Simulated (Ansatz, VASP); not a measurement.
**As: VASP beside Ansatz**

```
As
1.0
     3.72788    0.00000    0.00000
    -1.86394    3.22844    0.00000
     0.00000    0.00000    8.96873
As
4
Direct
  0.00000 0.00000 0.77758
  0.00000 0.00000 0.22242
  0.33333 0.66667 0.62968
  0.66667 0.33333 0.37032
```

Alike in both runs: functional PBE; k mesh 6 × 6 × 4; occupations gaussian, width 0.1 eV; no spin polarisation.

Ansatz relaxed the structure, and its values are those at the end. VASP's run is a single point on that final structure, the one shown.

|  | VASP | Ansatz |
| --- | --- | --- |
| version | VASP 6.6.1 | Ansatz 0.2.0 |
| potentials or method | VASP PAW PBE potentials, release 64 (As), cutoff 520 eV | scalar-relativistic, plane waves, PAW |
| valence electrons in the cell | 20 | 60 |

|  | VASP | Ansatz | Ansatz less VASP |
| --- | --- | --- | --- |
| gap on the k mesh at the Fermi level (eV) | 0.21 | 0.19 | -0.015 |
| least direct gap on the mesh (eV) | 0.41 | 0.40 | -0.017 |
| pressure (GPa) | 0.3 | 0.1 | -0.23 |
| rms of the force components (eV/Å) | 0.046 | 0.009 | -0.0372 |

The functional is the same, so the differences come from potentials, cutoffs and numerics. VASP's potentials hold 20 valence electrons a cell and Ansatz's 60, so a difference there can come from the potentials and not from the codes.
